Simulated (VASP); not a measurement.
# HgTe (Cmcm) in VASP: further runs

The runs below take HgTe through single point, with PBE.

All numbers are computed with VASP 6.6.1; they aren't measurements. Logs are shortened: lines on timing, memory, paths and dates and some standing lists are left out, and cuts for length are marked.

## 1. The cell of the first run

It takes space group Cmcm (No. 63, orthorhombic). Conventional cell: a = 6.378 Å, b = 6.435 Å, c = 5.878 Å, α = 90.00°, β = 90.00°, γ = 90.00°. Within 3.7 Å of Hg (site symmetry m2m) lie 6 Te at 2.82 to 3.61 Å and 2 Hg at 3.65 Å. Within 3.7 Å of Te (site symmetry m2m) lie 6 Hg at 2.82 to 3.61 Å.

## 2. Single point, PBE (strain +0.0750 x Voigt [1, -1, 0, 0, 0, 0])

The input, INCAR:

```
  PREC = Accurate
  ENCUT = 520
  EDIFF = 1E-6
  ISMEAR = 0
  SIGMA = 0.15
  LREAL = False
  LASPH = True
  NELM = 80
  ALGO = Normal
  ISIF = 2
  LWAVE = False
  LCHARG = True
  GGA = PE
  LELF = True
  LVHAR = True
  NBANDS = 26
```

The input, KPOINTS:

```
Automatic mesh
0
Gamma
  10 10 8
```

The input, POSCAR:

```
HgTe
1.0
    3.1889118624     -3.2175088350      0.0000000000
    3.1889118624      3.2175088350      0.0000000000
    0.0000000000      0.0000000000      5.8781768394
Hg Te
2 2
Direct
    0.3319444959      0.6680555041      0.7500000000
    0.6680555041      0.3319444959      0.2500000000
    0.7707545029      0.2292454971      0.7500000000
    0.2292454971      0.7707545029      0.2500000000
```

Potentials or basis: VASP PAW PBE potentials, release 64 (Hg, Te).

Command:

```
$ cat potpaw_PBE.64/Hg/POTCAR potpaw_PBE.64/Te/POTCAR > POTCAR
$ mpirun -np 1 vasp_std > vasp.out
```

OUTCAR:

```text
PREC = Accurate
   ENCUT = 520
   EDIFF = 1E-6
   ISMEAR = 0
   LREAL = False
   LASPH = True
   NELM = 80
   ISIF = 2
   GGA = PE

 ion  position               nearest neighbor table
   1  0.332  0.668  0.750-   3 2.82   4 3.01   4 3.01   3 3.21   3 3.21   3 3.61   2 3.65   2 3.65

   2  0.668  0.332  0.250-   4 2.82   3 3.01   3 3.01   4 3.21   4 3.21   4 3.61   1 3.65   1 3.65

   3  0.771  0.229  0.750-   1 2.82   2 3.01   2 3.01   1 3.21   1 3.21   1 3.61
   4  0.229  0.771  0.250-   2 2.82   1 3.01   1 3.01   2 3.21   2 3.21   2 3.61

  LATTYP: Found a base centered orthorhombic cell.
 ALAT       =     6.3778237248
 B/A-ratio  =     1.0089676272
 C/A-ratio  =     0.9216587182

  Lattice vectors:

 A1 = (   3.1889118624,  -3.2175088350,   0.0000000000)
 A2 = (   3.1889118624,   3.2175088350,   0.0000000000)
 A3 = (   0.0000000000,   0.0000000000,   5.8781768394)

Analysis of symmetry for initial positions (statically):
=====================================================================
 Subroutine PRICEL returns:
 Original cell was already a primitive cell.

 Routine SETGRP: Setting up the symmetry group for a
 base centered orthorhombic supercell.

 Subroutine GETGRP returns: Found  8 space group operations
 (whereof  4 operations were pure point group operations)
 out of a pool of  8 trial point group operations.

The static configuration has the point symmetry C_2h.
 The point group associated with its full space group is D_2h.

Analysis of symmetry for dynamics (positions and initial velocities):
=====================================================================
 Subroutine PRICEL returns:
 Original cell was already a primitive cell.

 Routine SETGRP: Setting up the symmetry group for a
 base centered orthorhombic supercell.

 Subroutine GETGRP returns: Found  8 space group operations
 (whereof  4 operations were pure point group operations)
 out of a pool of  8 trial point group operations.

The dynamic configuration has the point symmetry C_2h.
 The point group associated with its full space group is D_2h.

 Subroutine INISYM returns: Found  8 space group operations
 (whereof  4 operations are pure point group operations),
 and found     1 'primitive' translations

----------------------------------------------------------------------------------------

                                     Primitive cell

  volume of cell :     120.6243

  direct lattice vectors                    reciprocal lattice vectors
     3.188911862 -3.217508835  0.000000000     0.156793296 -0.155399729  0.000000000
     3.188911862  3.217508835  0.000000000     0.156793296  0.155399729  0.000000000
     0.000000000  0.000000000  5.878176839     0.000000000  0.000000000  0.170120775

  length of vectors
     4.530068650  4.530068650  5.878176839     0.220756004  0.220756004  0.170120775

  position of ions in fractional coordinates (direct lattice)
     0.331944496  0.668055504  0.750000000
     0.668055504  0.331944496  0.250000000
     0.770754503  0.229245497  0.750000000
     0.229245497  0.770754503  0.250000000

  ion indices of the primitive-cell ions
   primitive index   ion index
                 1           1
                 2           2
                 3           3
                 4           4

----------------------------------------------------------------------------------------

 KPOINTS: Automatic mesh

Automatic generation of k-mesh.
 Grid dimensions read from file:
 generate k-points for:   10   10    8

 Generating k-lattice:

  Cartesian coordinates                     Fractional coordinates (reciprocal lattice)
     0.015679330 -0.015539973  0.000000000     0.100000000  0.000000000  0.000000000
     0.015679330  0.015539973  0.000000000     0.000000000  0.100000000  0.000000000
     0.000000000  0.000000000  0.021265097     0.000000000  0.000000000  0.125000000

  Length of vectors
     0.022075600  0.022075600  0.021265097

  Shift w.r.t. Gamma in fractional coordinates (k-lattice)
     0.000000000  0.000000000  0.000000000

 Subroutine IBZKPT returns following result:
 ===========================================

 Found    155 irreducible k-points:

 Following reciprocal coordinates:
            Coordinates               Weight
  0.000000  0.000000  0.000000      1.000000
  0.100000  0.000000  0.000000      4.000000
  0.200000  0.000000  0.000000      4.000000
  0.300000  0.000000  0.000000      4.000000
  0.400000  0.000000  0.000000      4.000000
  0.500000  0.000000  0.000000      2.000000
[... 16 lines left out ...]
  0.300000  0.300000  0.000000      2.000000
  0.400000  0.300000  0.000000      4.000000
 [... further k-points ...]
   k-points           NKPTS =    155   k-points in BZ     NKDIM =    155   number of bands    NBANDS=     26
   number of dos      NEDOS =    301   number of ions     NIONS =      4
   total plane-waves  NPLWV =  62208
   dimension x,y,z NGX =    36 NGY =   36 NGZ =   48
   dimension x,y,z NGXF=    72 NGYF=   72 NGZF=   96
   ions per type =               2   2
   NGX,Y,Z   is equivalent  to a cutoff of  13.21, 13.21, 13.58 a.u.
   NGXF,Y,Z  is equivalent  to a cutoff of  26.42, 26.42, 27.15 a.u.
 SYSTEM =  unknown system
   PREC   = accura    normal or accurate (medium, high low for compatibility)
   ISTART =      0    job   : 0-new  1-cont  2-samecut
   ICHARG =      2    charge: 1-file 2-atom 10-const
   ISPIN  =      1    spin polarized calculation?
   LNONCOLLINEAR =      F non collinear calculations
   LSORBIT =      F    spin-orbit coupling
   LASPH  =      T    aspherical Exc in radial PAW
   ENCUT  =  520.0 eV  38.22 Ry    6.18 a.u.   8.42  8.42 10.93*2*pi/ulx,y,z
   NELM   =     80;   NELMIN=  2; NELMDL= -5     # of ELM steps
   EDIFF  = 0.1E-05   stopping-criterion for ELM
   LREAL  =      F    real-space projection
   EDIFFG = 0.1E-04   stopping-criterion for IOM
   NSW    =      0    number of steps for IOM
   IBRION =     -1    ionic relax: 0-MD 1-quasi-New 2-CG
   NFREE  =      0    steps in history (QN), initial steepest desc. (CG)
   ISIF   =      2    stress and relaxation
   ISYM   =      2    0-nonsym 1-usesym 2-fastsym
   POTIM  = 0.5000    time-step for ionic-motion
   TEBEG  =    0.0;   TEEND  =   0.0 temperature during run
   PSTRESS=    0.0 pullay stress
   NELECT =      36.0000    total number of electrons
   NUPDOWN=      -1.0000    fix difference up-down
   EMIN   =  10.00;   EMAX   =-10.00  energy-range for DOS
   EFERMI =   0.00;   METHOD = LEGACY
   ISMEAR =     0;   SIGMA  =   0.15  broadening in eV -4-tet -1-fermi 0-gaus
   EFERMI_NEDOS =   21; number of points for ismear=-14 and -15
   IALGO  =     38    algorithm
   IMIX   =      4    mixing-type and parameters
     AMIX     =   0.40;   BMIX     =  1.00
     AMIX_MAG =   1.60;   BMIX_MAG =  1.00
  volume/ion in A,a.u.               =      30.16       203.50
  Fermi-wavevector in a.u.,A,eV,Ry     =   1.094034  2.067424 16.284945  1.196910
  Thomas-Fermi vector in A             =   2.230331
   LORBIT       =      0    0 simple, 1 ext, 2 COOP (PROOUT), +10 PAW based schemes
   GGA     = PE    functional components
   LHFCALC =     F    Hartree Fock is set to
   AEXX    =    0.0000 exact exchange contribution
   IVDW    =     0    specifies the selected vdW correction
   LEPSILON=     F    determine dielectric tensor
   LRPA    =     F    only Hartree local field effects (RPA)
 non-spin polarized calculation
 Gauss-broadening in eV      SIGMA  =   0.15
  energy-cutoff  :      520.00
  volume of cell :      120.62
 maximum number of plane-waves:      3278
 NGX is ok and might be reduce to    36
   NGX = 17   NGY = 17   NGZ = 21

 number of electron      36.0000000 magnetization

 Free energy of the ion-electron system (eV)
  ---------------------------------------------------
  ext. energy  EPLUGINS =         0.00000000
  ---------------------------------------------------
  free energy    TOTEN  =        -6.48495655 eV

  energy without entropy =       -6.45644596  energy(sigma->0) =       -6.47070125

 E-fermi :   3.6894     XC(G=0):  -9.5617

 val. band max:        3.6636584094   @ k =   0.3000   0.1000   0.2500
 cond. band min:       3.6969856930   @ k =   0.3000   0.0000   0.0000
 fundamental gap:      0.0333272836
 Fermi energy:         3.6894107173

 k-point     1 :       0.0000    0.0000    0.0000
  band No.  band energies     occupation
      1      -7.9753      2.00000
      2      -6.9625      2.00000
      3      -2.9421      2.00000
      4      -2.8941      2.00000
      5      -2.8427      2.00000
      6      -2.8274      2.00000
[... 18 lines left out ...]
     25      11.0423      0.00000
     26      11.5357      0.00000

 k-point     2 :       0.1000    0.0000    0.0000
  band No.  band energies     occupation
      1      -7.9314      2.00000
      2      -6.9557      2.00000
      3      -2.9428      2.00000
      4      -2.9233      2.00000
      5      -2.8545      2.00000
      6      -2.8287      2.00000
[... 18 lines left out ...]
     25      10.9411      0.00000
     26      11.3537      0.00000

 k-point     3 :       0.2000    0.0000    0.0000
  band No.  band energies     occupation
      1      -7.8053      2.00000
      2      -6.9458      2.00000
      3      -2.9876      2.00000
      4      -2.9445      2.00000
      5      -2.8827      2.00000
      6      -2.8180      2.00000
[... 18 lines left out ...]
     25      10.9018      0.00000
     26      10.9803      0.00000

 k-point     4 :       0.3000    0.0000    0.0000
  band No.  band energies     occupation
      1      -7.6155      2.00000
      2      -6.9609      2.00000
      3      -3.0499      2.00000
      4      -2.9453      2.00000
      5      -2.9047      2.00000
      6      -2.8273      2.00000
[... 18 lines left out ...]
     25      10.0843      0.00000
     26      11.2013      0.00000

 k-point     5 :       0.4000    0.0000    0.0000
  band No.  band energies     occupation
      1      -7.3947      2.00000
      2      -7.0351      2.00000
      3      -3.0833      2.00000
      4      -2.9421      2.00000
      5      -2.9288      2.00000
      6      -2.8724      2.00000
[... 18 lines left out ...]
     25       9.7630      0.00000
     26      11.0008      0.00000

 k-point     6 :       0.5000    0.0000    0.0000
  band No.  band energies     occupation
      1      -7.2027      2.00000
      2      -7.1700      2.00000
      3      -3.0859      2.00000
      4      -2.9660      2.00000
      5      -2.9374      2.00000
      6      -2.8947      2.00000
[... 427 lines left out ...]
 k-point    21 :      -0.3000    0.2000    0.0000
  band No.  band energies     occupation
      1      -7.4984      2.00000
      2      -6.9784      2.00000
      3      -3.1306      2.00000
      4      -2.9379      2.00000
      5      -2.8971      2.00000
      6      -2.8222      2.00000
[... 18 lines left out ...]
     25      10.0074      0.00000
     26      10.6014      0.00000

 k-point    22 :      -0.2000    0.2000    0.0000
  band No.  band energies     occupation
      1      -7.6567      2.00000
      2      -6.9499      2.00000
      3      -3.1117      2.00000
      4      -2.9310      2.00000
      5      -2.9046      2.00000
      6      -2.7793      2.00000
[... 18 lines left out ...]
     25      10.5505      0.00000
     26      10.5663      0.00000

 k-point    23 :       0.3000    0.3000    0.0000
  band No.  band energies     occupation
      1      -7.4060      2.00000
      2      -6.9924      2.00000
      3      -2.9907      2.00000
      4      -2.8065      2.00000
      5      -2.8064      2.00000
      6      -2.8063      2.00000
[... 18 lines left out ...]
     25      10.7022      0.00000
     26      11.4271      0.00000

 k-point    24 :       0.4000    0.3000    0.0000
  band No.  band energies     occupation
      1      -7.2802      2.00000
      2      -7.0448      2.00000
      3      -2.9940      2.00000
      4      -2.8367      2.00000
      5      -2.7919      2.00000
      6      -2.7680      2.00000
[... 18 lines left out ...]
     25      11.0653      0.00000
     26      11.7762      0.00000

 [... further k-points ...]
[... 5 lines left out ...]
  --------------------------------------------------------------------------------------
  -------------------------------------------------------------------------------------
  Total       -1.8443325      2.2043547      0.6312708      0.0000000      0.0000000      0.0000000
  in kB      -24.4971119     29.2790616      8.3847745      0.0000000      0.0000000      0.0000000
  external PRESSURE =       4.3889081 kB  Pullay stress =       0.0000000 kB

 VOLUME and BASIS-vectors are now :
 -----------------------------------------------------------------------------
  energy-cutoff  :      520.00
  volume of cell :      120.62
      direct lattice vectors                 reciprocal lattice vectors
     3.188911862 -3.217508835  0.000000000     0.156793296 -0.155399729  0.000000000
     3.188911862  3.217508835  0.000000000     0.156793296  0.155399729  0.000000000
     0.000000000  0.000000000  5.878176839     0.000000000  0.000000000  0.170120775

 POSITION                                       TOTAL-FORCE (eV/Angst)
 -----------------------------------------------------------------------------------
      3.18891      1.08144      4.40863         0.000000      0.532745      0.000000
      3.18891     -1.08144      1.46954         0.000000     -0.532745      0.000000
      3.18891     -1.74231      4.40863         0.000000     -0.486102     -0.000000
      3.18891      1.74231      1.46954         0.000000      0.486102     -0.000000
 -----------------------------------------------------------------------------------
    total drift:                                0.000000     -0.000000      0.000000

  FREE ENERGIE OF THE ION-ELECTRON SYSTEM (eV)
  ---------------------------------------------------
  free  energy   TOTEN  =        -6.4849565460 eV

  energy  without entropy=       -6.4564459614  energy(sigma->0) =       -6.47070125
```

Wall time 3.8 min (1 thread of AMD EPYC 9R45 (Zen 5), shared host); peak memory 0.51 GiB.

Results:

| Quantity | Value |
| --- | --- |
| Free energy | -6.4850 eV |
| Pressure | 0.4 GPa |
| Largest force | 0.533 eV/Å |
| Band gap on the k mesh | zero (band 18 reaches 3.95 eV, above the bottom of band 19 at 2.18 eV) |

Forces in eV/Å, atoms in the order of the input:
```
Hg   0.000  0.533  0.000
Hg   0.000 -0.533  0.000
Te   0.000 -0.486  0.000
Te   0.000  0.486  0.000
```

Caveat: the cell differs from its parent crystal (strain +0.0750 x Voigt [1, -1, 0, 0, 0, 0]); spin-orbit coupling is left out, which moves the levels of the heavy elements.

(Continued in part 2 of 2.)
